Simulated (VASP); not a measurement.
Here is a VASP 6.6.1 calculation.

Contents of INCAR:

```
SYSTEM = CuO
ALGO = Normal
EDIFF = 1E-6
ENCUT = 520
GGA = PS
ISIF = 2
ISMEAR = 0
LASPH = .True.
LCHARG = .False.
LREAL = .False.
LWAVE = .False.
NBANDS = 25
NELM = 100
PREC = Accurate
SIGMA = 0.15
```

KPOINTS

```
k-points
0
Gamma
  16 16 10
  0 0 0
```

File POSCAR:

```
CuO
1.0
    2.0425330993     -2.0503581635      0.0000000000
    2.0425330993      2.0503581635      0.0000000000
    0.0000000000      0.0000000000      5.0922648207
Cu O
2 2
Direct
   -0.0001321217      0.4308939016      0.0000000000
    0.4998678783     -0.0691060984      0.5000000000
    0.5000000000      0.5000000000      0.2500000000
    0.5000000000      0.5000000000      0.7500000000
```

Potentials or basis: VASP PAW PBE potentials, release 64 (Cu, O).

Run with:

```console
$ cat potpaw_PBE.64/Cu/POTCAR potpaw_PBE.64/O/POTCAR > POTCAR
$ mpirun -np 1 vasp_std > vasp.out
```

What does it give for the pressure?

4.2 GPa.

Estimate the band gap on the k mesh.

zero (bands 17 and 18 overlap by 0.97 eV).

Estimate the largest force.

3.359 eV/Å.

Forces in eV/Å, atoms in the order of the input:
```
Cu   0.599  0.605  0.000
Cu   2.372  2.378  0.000
O   -1.486 -1.492 -0.805
O   -1.486 -1.492  0.805
```

Caveat: the cell differs from its parent crystal (all Cu atoms moved -0.200 Å, as atom 1 along Cartesian [1 1 0]); the stress differs along the axes, from 2 to 8 GPa; the PAW data sets were made with another functional, which shifts forces and pressure a little; semilocal functionals often make such compounds metallic where correlation or magnetic order opens a gap, which also shifts bond lengths.
